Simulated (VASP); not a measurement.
# TiO2 (Pbca) in VASP: single point with PBE

Aim: the single point of TiO2 with PBE.

All numbers are computed with VASP 6.6.1; they aren't measurements. Logs are shortened: lines on timing, memory, paths and dates and some standing lists are left out, and cuts for length are marked.

### Step 1. The cell of the first run

It takes space group Pbca (No. 61, orthorhombic). The conventional cell has a = 5.145 Å, b = 9.185 Å, c = 5.447 Å, α = 90.00°, β = 90.00°, γ = 90.00°. Ti (site symmetry 1) has 6 O at 1.86 to 2.07 Å within 2.5 Å. Within 2.5 Å of O (site symmetry 1) lie 3 Ti at 1.92 to 2.07 Å. O (site symmetry 1) has 3 Ti at 1.86 to 2.01 Å within 2.5 Å.

### Step 2. Single point, PBE

INCAR

```
ALGO     = Normal         # electronic algorithm
EDIFF    = 1E-7           # SCF threshold, eV
ENCUT    = 520            # plane-wave cutoff, eV
GGA      = PE             # functional
ISIF     = 2              # what is computed and relaxed
ISMEAR   = -1             # smearing method
LASPH    = T              # aspherical terms in the spheres
LCHARG   = F              # write CHGCAR
LREAL    = Auto         
LWAVE    = F              # write WAVECAR
NBANDS   = 114            # bands
NELM     = 100            # most SCF steps
PREC     = Accurate       # precision mode
SIGMA    = 0.02           # smearing width, eV
```

KPOINTS

```
k-points
0
Gamma
  5 3 4
```

POSCAR

```
TiO2
1.0
    5.1450000000      0.0000000000      0.0000000000
    0.0000000000      9.1850000000      0.0000000000
    0.0000000000      0.0000000000      5.4470000000
Ti O
8 16
Direct
    0.1386026301      0.1289862779      0.9055817602
    0.6386026301      0.3710137221      0.0944182398
    0.8613973699      0.6289862779      0.5944182398
    0.3613973699      0.8710137221      0.4055817602
    0.8613973699      0.8710137221      0.0944182398
    0.3613973699      0.6289862779      0.9055817602
    0.1386026301      0.3710137221      0.4055817602
    0.6386026301      0.1289862779      0.5944182398
    0.4646030524      0.2298952526      0.8912453654
    0.9646030524      0.2701047474      0.1087546346
    0.5353969476      0.7298952526      0.6087546346
    0.0353969476      0.7701047474      0.3912453654
    0.5353969476      0.7701047474      0.1087546346
    0.0353969476      0.7298952526      0.8912453654
    0.4646030524      0.2701047474      0.3912453654
    0.9646030524      0.2298952526      0.6087546346
    0.8160489736      0.0097709901      0.8506360972
    0.3160489736      0.4902290099      0.1493639028
    0.1839510264      0.5097709901      0.6493639028
    0.6839510264      0.9902290099      0.3506360972
    0.1839510264      0.9902290099      0.1493639028
    0.6839510264      0.5097709901      0.8506360972
    0.8160489736      0.4902290099      0.3506360972
    0.3160489736      0.0097709901      0.6493639028
```

Potentials or basis: VASP PAW PBE potentials, release 64 (Ti_sv, O).

The run is started by

```sh
$ cat potpaw_PBE.64/Ti_sv/POTCAR potpaw_PBE.64/O/POTCAR > POTCAR
$ mpirun -np 1 vasp_std > vasp.out
```

OUTCAR:

```text
EDIFF = 1E-7
   ENCUT = 520
   GGA = PE
   ISIF = 2
   ISMEAR = -1
   LASPH = T
   LREAL = Auto
   NELM = 100
   PREC = Accurate

 ion  position               nearest neighbor table
   1  0.139  0.129  0.906-  21 1.86   9 1.92  10 1.93  24 2.00  17 2.01  16 2.07
   2  0.639  0.371  0.094-  22 1.86  10 1.92   9 1.93  23 2.00  18 2.01  15 2.07
   3  0.861  0.629  0.594-  23 1.86  11 1.92  12 1.93  22 2.00  19 2.01  14 2.07
   4  0.361  0.871  0.406-  24 1.86  12 1.92  11 1.93  21 2.00  20 2.01  13 2.07
   5  0.861  0.871  0.094-  17 1.86  13 1.92  14 1.93  20 2.00  21 2.01  12 2.07
   6  0.361  0.629  0.906-  18 1.86  14 1.92  13 1.93  19 2.00  22 2.01  11 2.07
   7  0.139  0.371  0.406-  19 1.86  15 1.92  16 1.93  18 2.00  23 2.01  10 2.07
   8  0.639  0.129  0.594-  20 1.86  16 1.92  15 1.93  17 2.00  24 2.01   9 2.07
   9  0.465  0.230  0.891-   1 1.92   2 1.93   8 2.07
  10  0.965  0.270  0.109-   2 1.92   1 1.93   7 2.07
  11  0.535  0.730  0.609-   3 1.92   4 1.93   6 2.07
  12  0.035  0.770  0.391-   4 1.92   3 1.93   5 2.07
  13  0.535  0.770  0.109-   5 1.92   6 1.93   4 2.07
  14  0.035  0.730  0.891-   6 1.92   5 1.93   3 2.07
[... 8 lines left out ...]
  23  0.816  0.490  0.351-   3 1.86   2 2.00   7 2.01
  24  0.316  0.010  0.649-   4 1.86   1 2.00   8 2.01

  LATTYP: Found a simple orthorhombic cell.
 ALAT       =     5.1450000000
 B/A-ratio  =     1.0586977648
 C/A-ratio  =     1.7852283771

  Lattice vectors:

 A1 = (  -5.1450000000,   0.0000000000,   0.0000000000)
 A2 = (   0.0000000000,   0.0000000000,   5.4470000000)
 A3 = (   0.0000000000,   9.1850000000,   0.0000000000)

Analysis of symmetry for initial positions (statically):
=====================================================================
 Subroutine PRICEL returns:
 Original cell was already a primitive cell.

 Routine SETGRP: Setting up the symmetry group for a
 simple orthorhombic supercell.

 Subroutine GETGRP returns: Found  8 space group operations
 (whereof  2 operations were pure point group operations)
 out of a pool of  8 trial point group operations.

The static configuration has the point symmetry S_2 .
 The point group associated with its full space group is D_2h.

Analysis of symmetry for dynamics (positions and initial velocities):
=====================================================================
 Subroutine PRICEL returns:
 Original cell was already a primitive cell.

 Routine SETGRP: Setting up the symmetry group for a
 simple orthorhombic supercell.

 Subroutine GETGRP returns: Found  8 space group operations
 (whereof  2 operations were pure point group operations)
 out of a pool of  8 trial point group operations.

The dynamic configuration has the point symmetry S_2 .
 The point group associated with its full space group is D_2h.

 Subroutine INISYM returns: Found  8 space group operations
 (whereof  2 operations are pure point group operations),
 and found     1 'primitive' translations

----------------------------------------------------------------------------------------

                                     Primitive cell

  volume of cell :     257.4079

  direct lattice vectors                    reciprocal lattice vectors
     5.145000000  0.000000000  0.000000000     0.194363460  0.000000000  0.000000000
     0.000000000  9.185000000  0.000000000     0.000000000  0.108873163  0.000000000
     0.000000000  0.000000000  5.447000000     0.000000000  0.000000000  0.183587296

  length of vectors
     5.145000000  9.185000000  5.447000000     0.194363460  0.108873163  0.183587296

  position of ions in fractional coordinates (direct lattice)
     0.138602630  0.128986278  0.905581760
     0.638602630  0.371013722  0.094418240
     0.861397370  0.628986278  0.594418240
     0.361397370  0.871013722  0.405581760
     0.861397370  0.871013722  0.094418240
     0.361397370  0.628986278  0.905581760
[... 16 lines left out ...]
     0.816048974  0.490229010  0.350636097
     0.316048974  0.009770990  0.649363903

  ion indices of the primitive-cell ions
   primitive index   ion index
                 1           1
                 2           2
                 3           3
                 4           4
                 5           5
                 6           6
[... 16 lines left out ...]
                23          23
                24          24

----------------------------------------------------------------------------------------

 KPOINTS: k-points

Automatic generation of k-mesh.
 Grid dimensions read from file:
 generate k-points for:    5    3    4

 Generating k-lattice:

  Cartesian coordinates                     Fractional coordinates (reciprocal lattice)
     0.038872692  0.000000000  0.000000000     0.200000000  0.000000000  0.000000000
     0.000000000  0.036291054  0.000000000     0.000000000  0.333333333  0.000000000
     0.000000000  0.000000000  0.045896824     0.000000000  0.000000000  0.250000000

  Length of vectors
     0.038872692  0.036291054  0.045896824

  Shift w.r.t. Gamma in fractional coordinates (k-lattice)
     0.000000000  0.000000000  0.000000000

 Subroutine IBZKPT returns following result:
 ===========================================

 Found     18 irreducible k-points:

 Following reciprocal coordinates:
            Coordinates               Weight
  0.000000  0.000000  0.000000      1.000000
  0.200000  0.000000  0.000000      2.000000
  0.400000  0.000000  0.000000      2.000000
  0.000000  0.333333  0.000000      2.000000
  0.200000  0.333333  0.000000      4.000000
  0.400000  0.333333  0.000000      4.000000
[... 10 lines left out ...]
  0.200000  0.333333  0.500000      4.000000
  0.400000  0.333333  0.500000      4.000000
   k-points           NKPTS =     18   k-points in BZ     NKDIM =     18   number of bands    NBANDS=    114
   number of dos      NEDOS =    301   number of ions     NIONS =     24
   total plane-waves  NPLWV = 117600
   dimension x,y,z NGX =    40 NGY =   70 NGZ =   42
   dimension x,y,z NGXF=    80 NGYF=  140 NGZF=   84
   ions per type =               8  16
   NGX,Y,Z   is equivalent  to a cutoff of  12.92, 12.67, 12.82 a.u.
   NGXF,Y,Z  is equivalent  to a cutoff of  25.85, 25.34, 25.64 a.u.
 SYSTEM =  unknown system
   PREC   = accura    normal or accurate (medium, high low for compatibility)
   ISTART =      0    job   : 0-new  1-cont  2-samecut
   ICHARG =      2    charge: 1-file 2-atom 10-const
   ISPIN  =      1    spin polarized calculation?
   LNONCOLLINEAR =      F non collinear calculations
   LSORBIT =      F    spin-orbit coupling
   LASPH  =      T    aspherical Exc in radial PAW
   ENCUT  =  520.0 eV  38.22 Ry    6.18 a.u.   9.57 17.08 10.13*2*pi/ulx,y,z
   NELM   =    100;   NELMIN=  2; NELMDL= -5     # of ELM steps
   EDIFF  = 0.1E-06   stopping-criterion for ELM
   LREAL  =      T    real-space projection
   EDIFFG = 0.1E-05   stopping-criterion for IOM
   NSW    =      0    number of steps for IOM
   IBRION =     -1    ionic relax: 0-MD 1-quasi-New 2-CG
   NFREE  =      0    steps in history (QN), initial steepest desc. (CG)
   ISIF   =      2    stress and relaxation
   ISYM   =      2    0-nonsym 1-usesym 2-fastsym
   POTIM  = 0.5000    time-step for ionic-motion
   TEBEG  =    0.0;   TEEND  =   0.0 temperature during run
   PSTRESS=    0.0 pullay stress
   NELECT =     192.0000    total number of electrons
   NUPDOWN=      -1.0000    fix difference up-down
   EMIN   =  10.00;   EMAX   =-10.00  energy-range for DOS
   EFERMI =   0.00;   METHOD = LEGACY
   ISMEAR =    -1;   SIGMA  =   0.02  broadening in eV -4-tet -1-fermi 0-gaus
   EFERMI_NEDOS =   21; number of points for ismear=-14 and -15
   IALGO  =     38    algorithm
   IMIX   =      4    mixing-type and parameters
     AMIX     =   0.40;   BMIX     =  1.00
     AMIX_MAG =   1.60;   BMIX_MAG =  1.00
  volume/ion in A,a.u.               =      10.73        72.38
  Fermi-wavevector in a.u.,A,eV,Ry     =   1.484686  2.805650 29.991219  2.204292
  Thomas-Fermi vector in A             =   2.598192
   LORBIT       =      0    0 simple, 1 ext, 2 COOP (PROOUT), +10 PAW based schemes
   GGA     = PE    functional components
   LHFCALC =     F    Hartree Fock is set to
   AEXX    =    0.0000 exact exchange contribution
   IVDW    =     0    specifies the selected vdW correction
   LEPSILON=     F    determine dielectric tensor
   LRPA    =     F    only Hartree local field effects (RPA)
 non-spin polarized calculation
  energy-cutoff  :      520.00
  volume of cell :      257.41
 maximum number of plane-waves:      6952
 NGX is ok and might be reduce to    40
   NGX = 19   NGY = 35   NGZ = 21

 number of electron     191.9999979 magnetization

 Free energy of the ion-electron system (eV)
  ---------------------------------------------------
  ext. energy  EPLUGINS =         0.00000000
  ---------------------------------------------------
  free energy    TOTEN  =      -214.99984064 eV

  energy without entropy =     -214.99984064  energy(sigma->0) =     -214.99984064

 E-fermi :   4.6163     XC(G=0): -11.1820

 val. band max:        4.1235314219   @ k =   0.0000   0.0000   0.0000
 cond. band min:       6.4798981804   @ k =   0.0000   0.0000   0.0000
 fundamental gap:      2.3563667585
 Fermi energy:         4.6163311814

 k-point     1 :       0.0000    0.0000    0.0000
  band No.  band energies     occupation
      1     -52.3423      2.00000
      2     -52.3326      2.00000
      3     -52.3188      2.00000
      4     -52.3106      2.00000
      5     -52.3104      2.00000
      6     -52.3090      2.00000
[... 100 lines left out ...]
    107       7.4346      0.00000
    108       7.5081      0.00000

 k-point     2 :       0.2000    0.0000    0.0000
  band No.  band energies     occupation
      1     -52.3393      2.00000
      2     -52.3305      2.00000
      3     -52.3161      2.00000
      4     -52.3134      2.00000
      5     -52.3127      2.00000
      6     -52.3074      2.00000
[... 1768 lines left out ...]
 k-point    18 :       0.4000    0.3333    0.5000
  band No.  band energies     occupation
      1     -52.3250      2.00000
      2     -52.3250      2.00000
      3     -52.3242      2.00000
      4     -52.3242      2.00000
      5     -52.3024      2.00000
      6     -52.3024      2.00000
[... 100 lines left out ...]
    107       7.5231      0.00000
    108       7.5231      0.00000
 [bands above 108 left out]

------------------------ aborting loop because EDIFF is reached ----------------------------------------

  FORCE on cell =-STRESS in cart. coord.  units (eV):
  Direction    XX          YY          ZZ          XY          YZ          ZX
  --------------------------------------------------------------------------------------
  -------------------------------------------------------------------------------------
  Total        8.0672505      8.9583250      9.1613992      0.0000000      0.0000000     -0.0000000
  in kB       50.2127735     55.7590647     57.0230539      0.0000000      0.0000000     -0.0000000
  external PRESSURE =      54.3316307 kB  Pullay stress =       0.0000000 kB

 VOLUME and BASIS-vectors are now :
 -----------------------------------------------------------------------------
  energy-cutoff  :      520.00
  volume of cell :      257.41
      direct lattice vectors                 reciprocal lattice vectors
     5.145000000  0.000000000  0.000000000     0.194363460  0.000000000  0.000000000
     0.000000000  9.185000000  0.000000000     0.000000000  0.108873163  0.000000000
     0.000000000  0.000000000  5.447000000     0.000000000  0.000000000  0.183587296

 POSITION                                       TOTAL-FORCE (eV/Angst)
 -----------------------------------------------------------------------------------
      0.71311      1.18474      4.93270         0.020569      0.039285     -0.034942
      3.28561      3.40776      0.51430         0.020569     -0.039285      0.034942
      4.43189      5.77724      3.23780        -0.020569      0.039285      0.034942
      1.85939      8.00026      2.20920        -0.020569     -0.039285     -0.034942
      4.43189      8.00026      0.51430        -0.020569     -0.039285      0.034942
      1.85939      5.77724      4.93270        -0.020569      0.039285     -0.034942
[... 16 lines left out ...]
      4.19857      4.50275      1.90991        -0.035769     -0.000604     -0.036269
      1.62607      0.08975      3.53709        -0.035769      0.000604      0.036269
 -----------------------------------------------------------------------------------
    total drift:                               -0.000000      0.000000     -0.000000

  FREE ENERGIE OF THE ION-ELECTRON SYSTEM (eV)
  ---------------------------------------------------
  free  energy   TOTEN  =      -214.9998406380 eV

  energy  without entropy=     -214.9998406380  energy(sigma->0) =     -214.99984064
```

It took 22 min on 1 thread of Intel Xeon Platinum 8259CL at 2.50GHz (Skylake/Cascade Lake), shared host; peak memory 0.52 GiB.

Results:

| Quantity | Value |
| --- | --- |
| Free energy | -214.9998 eV |
| Pressure | 5.4 GPa |
| Largest force | 0.056 eV/Å |
| Band gap on the k mesh | 2.36 eV, direct |

Forces in eV/Å, atoms in the order of the input:
```
Ti   0.021  0.039 -0.035
Ti   0.021 -0.039  0.035
Ti  -0.021  0.039  0.035
Ti  -0.021 -0.039 -0.035
Ti  -0.021 -0.039  0.035
Ti  -0.021  0.039 -0.035
Ti   0.021 -0.039 -0.035
Ti   0.021  0.039  0.035
O    0.005  0.011 -0.007
O    0.005 -0.011  0.007
O   -0.005  0.011  0.007
O   -0.005 -0.011 -0.007
O   -0.005 -0.011  0.007
O   -0.005  0.011 -0.007
O    0.005 -0.011 -0.007
O    0.005  0.011  0.007
O   -0.036  0.001 -0.036
O   -0.036 -0.001  0.036
O    0.036  0.001  0.036
O    0.036 -0.001 -0.036
O    0.036 -0.001  0.036
O    0.036  0.001 -0.036
O   -0.036 -0.001 -0.036
O   -0.036  0.001  0.036
```

Levels at points of the mesh, in eV from the valence-band top:
```csv
k point,band 92,band 93,band 94,band 95,band 96,band 97,band 98,band 99,band 100,band 101
"(0.00, 0.00, 0.00)",-0.58,-0.48,-0.23,-0.17,0.00,2.36,2.72,2.87,2.88,2.93
"(0.00, 0.00, 0.50)",-0.74,-0.65,-0.65,-0.60,-0.60,2.78,2.78,2.98,2.98,3.03
```

A k mesh can miss the band edges. Expect the measured gap to be larger: semilocal functionals such as PBE lack the derivative discontinuity.
